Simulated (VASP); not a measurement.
Set up this calculation in VASP 6.6.1, as the native input.

| Quantity | Value |
| --- | --- |
| Task | single point |
| Functional | PBE |
| Potentials or basis | VASP PAW PBE potentials, release 64 (Pt, S) |
| Cutoff | 520 eV |
| k mesh | 12 × 12 × 8 |
| Occupations | gaussian, width 0.05 eV |
| Spin | no spin polarisation |
| Dipole correction | no |
| Further INCAR settings | ALGO = Normal; EDIFF = 1e-07; NBANDS = 18 |

The structure of PtS2 lies in POSCAR:

```
PtS2
1.0
    3.6317794627      0.0000000000      0.0000000000
   -1.8158897313      3.1452132756      0.0000000000
    0.0000000000      0.0000000000      5.1647700000
Pt S
1 2
Direct
    0.0000000000      0.0000000000      0.0000000000
    0.3333333333      0.6666666667      0.2500000000
    0.6666666667      0.3333333333      0.7500000000
```

This cell differs from its parent crystal: strain +0.025 along x and y, +0.025 along z.

The input as run:

INCAR

```
SYSTEM = PtS2
  PREC = Accurate
  ENCUT = 520
  EDIFF = 1E-7
  ISMEAR = 0
  SIGMA = 0.05
  LREAL = .FALSE.
  LASPH = .TRUE.
  NELM = 100
  ALGO = Normal
  ISIF = 2
  LWAVE = .FALSE.
  LCHARG = .FALSE.
  GGA = PE
  NBANDS = 18
```

KPOINTS

```
Automatic mesh
0
G
  12 12 8
  0 0 0
```

Potentials or basis: VASP PAW PBE potentials, release 64 (Pt, S).

The run is started by

```sh
$ cat potpaw_PBE.64/Pt/POTCAR potpaw_PBE.64/S/POTCAR > POTCAR
$ mpirun -np 1 vasp_std > vasp.out
```

It gave:

The pressure is -6.9 GPa, the largest force is 1.133 eV/Å and the band gap on the k mesh is 0.47 eV, indirect (least direct gap 0.74 eV).

Caveat: the cell differs from its parent crystal (strain +0.025 along x and y, +0.025 along z); spin-orbit coupling is left out, which moves the levels of the heavy elements; forces of over 1 eV/Å act on the atoms, so gaps and moduli don't describe the material at rest.

It took 110 s on 1 thread of AMD EPYC 9R45 (Zen 5) (shared host), peak memory 0.24 GiB.
